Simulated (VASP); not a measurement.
# YSe (Fm-3m) in VASP: vibrations by perturbation theory with LDA

Aim: the vibrations by perturbation theory of YSe with LDA.

All numbers are computed with VASP 6.6.1; they aren't measurements. Logs are shortened: lines on timing, memory, paths and dates and some standing lists are left out, and cuts for length are marked.

## 1. The cell of the first run

Symmetry: Fm-3m, No. 225, cubic system. The conventional cell has a = 5.645 Å, b = 5.645 Å, c = 5.645 Å, α = 90.00°, β = 90.00°, γ = 90.00°. Y (site symmetry m-3m) has 6 Se at 2.82 Å within 3.7 Å. Se (site symmetry m-3m) has 6 Y at 2.82 Å within 3.7 Å.

## 2. Vibrations by perturbation theory, LDA

Input file INCAR:

```
PREC = Accurate ; ENCUT = 520
EDIFF = 1E-8 ; ISMEAR = -1
SIGMA = 0.15 ; LREAL = F
LASPH = T ; NELM = 60
ALGO = Normal ; ISIF = 2
LWAVE = F ; LCHARG = F
GGA = CA ; NBANDS = 16
IBRION = 8 ; NSW = 1
```

Input file KPOINTS:

```
regular mesh
0
Gamma
  12 12 12
```

Input file POSCAR:

```
YSe
1.0
    0.0000000000      2.8223017883      2.8223017883
    2.8223017883      0.0000000000      2.8223017883
    2.8223017883      2.8223017883      0.0000000000
Y Se
1 1
Direct
    0.0000000000      0.0000000000      0.0000000000
    0.5000000000      0.5000000000      0.5000000000
```

Potentials or basis: VASP PAW LDA potentials, release 64 (Y_sv, Se).

Command:

```
$ cat potpaw_LDA.64/Y_sv/POTCAR potpaw_LDA.64/Se/POTCAR > POTCAR
$ mpirun -np 1 vasp_std > vasp.out
```

OUTCAR:

```text
PREC = Accurate
   ENCUT = 520
   EDIFF = 1E-8
   ISMEAR = -1
   LREAL = F
   LASPH = T
   NELM = 60
   ISIF = 2
   GGA = CA
   IBRION = 8
   NSW = 1

 ion  position               nearest neighbor table
   1  0.000  0.000  0.000-   2 2.82   2 2.82   2 2.82   2 2.82   2 2.82   2 2.82
   2  0.500  0.500  0.500-   1 2.82   1 2.82   1 2.82   1 2.82   1 2.82   1 2.82

  LATTYP: Found a face centered cubic cell.
 ALAT       =     5.6446035766

  Lattice vectors:

 A1 = (   0.0000000000,   2.8223017883,   2.8223017883)
 A2 = (   2.8223017883,   0.0000000000,   2.8223017883)
 A3 = (   2.8223017883,   2.8223017883,   0.0000000000)

Analysis of symmetry for initial positions (statically):
=====================================================================
 Subroutine PRICEL returns:
 Original cell was already a primitive cell.

 Routine SETGRP: Setting up the symmetry group for a
 face centered cubic supercell.

 Subroutine GETGRP returns: Found 48 space group operations
 (whereof 48 operations were pure point group operations)
 out of a pool of 48 trial point group operations.

The static configuration has the point symmetry O_h .

Analysis of symmetry for dynamics (positions and initial velocities):
=====================================================================
 Subroutine PRICEL returns:
 Original cell was already a primitive cell.

 Routine SETGRP: Setting up the symmetry group for a
 face centered cubic supercell.

 Subroutine GETGRP returns: Found 48 space group operations
 (whereof 48 operations were pure point group operations)
 out of a pool of 48 trial point group operations.

The dynamic configuration has the point symmetry O_h .

 Subroutine INISYM returns: Found 48 space group operations
 (whereof 48 operations are pure point group operations),
 and found     1 'primitive' translations

----------------------------------------------------------------------------------------

                                     Primitive cell

  volume of cell :      44.9615

[... 612 lines left out ...]

 VOLUME and BASIS-vectors are now :
 -----------------------------------------------------------------------------
  energy-cutoff  :      520.00
  volume of cell :       44.96
      direct lattice vectors                 reciprocal lattice vectors
     0.000000000  2.822301788  2.822301788    -0.177160360  0.177160360  0.177160360
     2.822301788  0.000000000  2.822301788     0.177160360 -0.177160360  0.177160360
     2.822301788  2.822301788  0.000000000     0.177160360  0.177160360 -0.177160360

 POSITION                                       TOTAL-FORCE (eV/Angst)
 -----------------------------------------------------------------------------------
      0.00000      0.00000      0.00000        -0.000000     -0.000000     -0.000000
      2.82230      2.82230      2.82230         0.000000      0.000000      0.000000
 -----------------------------------------------------------------------------------
    total drift:                               -0.000000      0.000000      0.000000

  FREE ENERGIE OF THE ION-ELECTRON SYSTEM (eV)
  ---------------------------------------------------
  free  energy   TOTEN  =       -14.9732023175 eV

  energy  without entropy=      -14.9064930052  energy(sigma->0) =      -14.93984766

[... ionic steps 2 to 3 ...]

--------------------------------------- Ionic step        4  -------------------------------------------

------------------------ aborting loop because EDIFF is reached ----------------------------------------

[... ionic steps 5 to 6 ...]

--------------------------------------- Ionic step        7  -------------------------------------------

 Free energy of the ion-electron system (eV)
  ---------------------------------------------------
  ---------------------------------------------------
  free energy    TOTEN  =        -0.08440289 eV

  energy without entropy =       -0.08440289

------------------------ aborting loop because EDIFF is reached ----------------------------------------

 INTERNAL STRAIN TENSOR  FOR ION    2  DIRECTION 1   (eV/Angst):
 -----------------------------------------------------------------------------
     0.05145 -0.00000  0.00000
     0.00000 -0.02439  0.00000
     0.00000  0.00000 -0.02439

 INTERNAL STRAIN TENSOR FOR ION    2 for displacements in x,y,z  (eV/Angst):
          X           Y           Z          XY          YZ          ZX
  --------------------------------------------------------------------------------
  x     0.00000     0.00000     0.00000     0.00000     0.00000     0.00000
  y     0.00000     0.00000     0.00000     0.00000     0.00000     0.00000
  z     0.00000     0.00000     0.00000     0.00000     0.00000     0.00000

 SECOND DERIVATIVES (NOT SYMMETRIZED)
 ------------------------------------
               1X          1Y          1Z          2X          2Y          2Z
  1X    -7.371268    0.000000    0.000000    7.371268    0.000000    0.000000
  1Y     0.000000   -7.371268    0.000000    0.000000    7.371268    0.000000
  1Z     0.000000    0.000000   -7.371268    0.000000    0.000000    7.371268
  2X     7.376162    0.000000    0.000000   -7.376162    0.000000    0.000000
  2Y     0.000000    7.376162    0.000000    0.000000   -7.376162    0.000000
  2Z     0.000000    0.000000    7.376162    0.000000    0.000000   -7.376162

 Eigenvectors and eigenvalues of the dynamical matrix
 ----------------------------------------------------

   1 f  =    6.564633 THz    41.246805 2PiTHz  218.972581 cm-1    27.149128 meV
             X         Y         Z           dx          dy          dz
      0.000000  0.000000  0.000000    -0.000000    0.685719   -0.000000
      2.822302  2.822302  2.822302     0.000000   -0.727867   -0.000000
[... 21 lines left out ...]
   6 f/i=    0.001087 THz     0.006831 2PiTHz    0.036264 cm-1     0.004496 meV
             X         Y         Z           dx          dy          dz
      0.000000  0.000000  0.000000     0.610897   -0.295010   -0.263749
      2.822302  2.822302  2.822302     0.575522   -0.277927   -0.248476

--------------------------------------------------------------------------------------------------------

 ELASTIC MODULI CONTR FROM IONIC RELAXATION (kBar)
 Direction    XX          YY          ZZ          XY          YZ          ZX
 --------------------------------------------------------------------------------
 XX           0.0000      0.0000      0.0000      0.0000      0.0000      0.0000
 YY           0.0000      0.0000      0.0000      0.0000      0.0000      0.0000
 ZZ           0.0000      0.0000      0.0000      0.0000      0.0000      0.0000
 XY           0.0000      0.0000      0.0000      0.0000      0.0000      0.0000
 YZ           0.0000      0.0000      0.0000      0.0000      0.0000      0.0000
 ZX           0.0000      0.0000      0.0000      0.0000      0.0000      0.0000
 --------------------------------------------------------------------------------
```

OSZICAR:

```text
N       E                     dE             d eps       ncg     rms          rms(c)
DAV:   1     0.593400946273E+02    0.59340E+02   -0.80112E+03  2304   0.977E+02
DAV:   2    -0.123405538714E+02   -0.71681E+02   -0.68060E+02  3168   0.204E+02
DAV:   3    -0.155129270961E+02   -0.31724E+01   -0.31562E+01  2944   0.338E+01
DAV:   4    -0.156001505220E+02   -0.87223E-01   -0.87178E-01  2968   0.551E+00
[... 48 lines left out ...]
RMM:   8    -0.844024136815E-01   -0.97706E-06   -0.64156E-07 11315   0.891E-04    0.254E-04
RMM:   9    -0.844028460603E-01   -0.43238E-06    0.34563E-06 11264   0.392E-04    0.639E-05
RMM:  10    -0.844029878632E-01   -0.14180E-06    0.10920E-06 11541   0.173E-04    0.117E-05
RMM:  11    -0.844028889869E-01    0.98876E-07    0.10901E-06 11555   0.782E-05    0.697E-06
RMM:  12    -0.844028875070E-01    0.14799E-08    0.28978E-08 11542   0.370E-05    0.426E-06
 Linear response finished
```

Wall time 18 min (1 thread of Oxide Virtual Turin-like, shared host); peak memory 0.36 GiB.

What came out:

```
Highest phonon frequency at Γ, LO-TO splitting left out : 219 cm⁻¹
```

Phonon frequencies in cm⁻¹ (negative: imaginary):
| q point | frequencies |
| --- | --- |
| (0.000, 0.000, 0.000) | 0 0 0 219 219 219 |
